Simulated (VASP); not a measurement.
The system is Ru.

```
Ru
1.0
    -1.55043    1.55043    1.55043
     1.55043   -1.55043    1.55043
     1.55043    1.55043   -1.55043
Ru
1
Direct
  0.00000 0.00000 0.00000
```

- Program: VASP 6.6.1
- Task: relaxation of cell and atoms
- Functional: PBEsol
- Potentials or basis: VASP PAW PBE potentials, release 64 (Ru_pv)
- Cutoff: 500 eV
- k mesh: 8 × 8 × 8
- Occupations: gaussian, width 0.1 eV
- Spin: no spin polarisation

At the start: pressure -21.3 GPa; volume 14.91 Å³/atom.

Where does the relaxation end?

Over 5 steps the energy falls by 85.0 meV/atom and the volume is 13.73 Å³/atom (-7.9 %); space group Im-3m (No. 229, to 0.05 Å).

Step by step:
```tsv
step	energy change (eV)	largest force (eV/Å)	pressure (GPa)	volume (Å³)
1	0.0000	0.0000	-21.26	14.91
2	0.7033	0.0000	115.24	11.03
3	-0.0843	0.0000	-2.17	13.82
4	-0.0849	0.0000	-0.63	13.76
5	-0.0850	0.0000	0.00	13.73
```

Final structure:
```yaml
crystal:
  lattice:
    - [-1.50837, 1.50837, 1.50837]
    - [1.50837, -1.50837, 1.50837]
    - [1.50837, 1.50837, -1.50837]
  atoms:
    - { symbol: Ru, position: [0.00000, 0.00000, 0.00000] }
```

Caveat: the PAW data sets were made with another functional, which shifts forces and pressure a little.
